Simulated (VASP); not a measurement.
A run of VASP 6.6.1 is set up as follows.

INCAR

```
PREC = Accurate
ENCUT = 600
EDIFF = 1E-8
ISMEAR = -1
SIGMA = 0.05
LREAL = F
LASPH = T
NELM = 120
ALGO = Normal
ISIF = 3
LWAVE = F
LCHARG = T
GGA = PS
IBRION = 6
NFREE = 2
POTIM = 0.015
NSW = 1
GGA_COMPAT = F
```

KPOINTS

```
Automatic mesh
0
Gamma
  8 8 8
```

POSCAR

```
WC
1.0
    0.0000000000      2.1926840000      2.1926840000
    2.1926840000      0.0000000000      2.1926840000
    2.1926840000      2.1926840000      0.0000000000
W C
1 1
Direct
    0.0000000000      0.0000000000      0.0000000000
    0.5000000000      0.5000000000      0.5000000000
```

Potentials or basis: VASP PAW PBE potentials, release 64 (W_sv, C).

Launch:

```sh
$ cat potpaw_PBE.64/W_sv/POTCAR potpaw_PBE.64/C/POTCAR > POTCAR
$ mpirun -np 1 vasp_std > vasp.out
```

Problem. What does it give for the elastic constants C11, C12, C44?

Solution. 649, 214, 29 GPa.

Problem. What does it give for the Voigt bulk modulus?

Solution. 359 GPa.

Problem. Estimate the highest phonon frequency at Γ, LO-TO splitting left out.

Solution. 390 cm⁻¹.

Phonon frequencies in cm⁻¹ (negative: imaginary):
```
              q point        frequencies
(0.000, 0.000, 0.000)  0 0 0 390 390 390
```

Caveat: the cell is under stress, which shifts elastic constants; the PAW data sets were made with another functional, which shifts forces and pressure a little.
